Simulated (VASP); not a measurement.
Set up this calculation in VASP 6.6.1, as the native input.

| Quantity | Value |
| --- | --- |
| Task | single point |
| Functional | PBEsol |
| Potentials or basis | VASP PAW PBE potentials, release 64 (Ca_sv) |
| Cutoff | 520 eV |
| k mesh | 9 × 9 × 9 |
| Occupations | fermi-dirac, width 0.05 eV |
| Spin | no spin polarisation |
| Dipole correction | no |
| Further INCAR settings | ALGO = Normal; EDIFF = 1e-06; NBANDS = 17 |

The structure of Ca lies in POSCAR:

```
Ca
1.0
    0.0000000000      4.1399901006      4.1399901006
    4.1399901006      0.0000000000      4.1399901006
    4.1399901006      4.1399901006      0.0000000000
Ca
2
Direct
   -0.1250000000     -0.1250000000     -0.1250000000
    0.1250000000      0.1250000000      0.1250000000
```

This isn't the form of Ca at room conditions, which is fcc.

These files were run (other wordings do the same):

INCAR

```
ALGO     = Normal         # electronic algorithm
EDIFF    = 1E-6           # SCF threshold, eV
ENCUT    = 520            # plane-wave cutoff, eV
GGA      = PS             # functional
ISIF     = 2              # what is computed and relaxed
ISMEAR   = -1             # smearing method
LASPH    = T              # aspherical terms in the spheres
LCHARG   = F              # write CHGCAR
LREAL    = F              # projectors in reciprocal space
LWAVE    = F              # write WAVECAR
NBANDS   = 17             # bands
NELM     = 100            # most SCF steps
PREC     = Accurate       # precision mode
SIGMA    = 0.05           # smearing width, eV
```

KPOINTS

```
k-points
0
Gamma
  9 9 9
```

Potentials or basis: VASP PAW PBE potentials, release 64 (Ca_sv).

The run is started by

```bash
$ cat potpaw_PBE.64/Ca_sv/POTCAR > POTCAR
$ mpirun -np 1 vasp_std > vasp.out
```

Results of the run:

* Pressure: 0.3 GPa
* Band gap on the k mesh: zero (bands 10 and 11 overlap by 0.87 eV)

Caveat: the PAW data sets were made with another functional, which shifts forces and pressure a little.

Wall time 64 s on 1 thread of AMD EPYC 9R14 (Zen 4) (shared host), peak memory 0.3 GiB.
